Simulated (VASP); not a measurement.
# Cd: single point with PBE

Cd, a sheet with vacuum:

```
Cd
1.0
     5.90646    0.00000    0.00000
    -2.95323    5.11514    0.00000
     0.00000    0.00000   23.80000
Cd
3
Direct
  0.00000 0.50000 0.29412
  0.50000 0.00000 0.29412
  0.50000 0.50000 0.29412
```

```yaml
Program: VASP 6.6.1
Task: single point
Functional: PBE
Potentials_or_basis: VASP PAW PBE potentials, release 64 (Cd)
Cutoff: 520 eV
k_mesh: 12 × 12 × 1
Occupations: gaussian, width 0.1 eV
Spin: no spin polarisation
```

```json
{"Band gap on the k mesh": "zero (filled and empty bands touch)"}
```

Levels at points of the mesh, in eV from the Fermi level:
| k point | band 16 | band 17 | band 18 | band 19 | band 20 | band 21 |
| --- | --- | --- | --- | --- | --- | --- |
| (0.00, 0.00, 0.00) | -5.53 | -0.65 | -0.18 | 0.66 | 0.66 | 1.31 |
| (0.50, 0.00, 0.00) | -4.58 | -3.77 | -0.63 | 0.26 | 1.02 | 1.91 |

It took 3.7 min on 1 thread of Intel(R) Xeon(R) 6975P-C (Granite Rapids), on a shared host, peak memory 0.91 GiB.
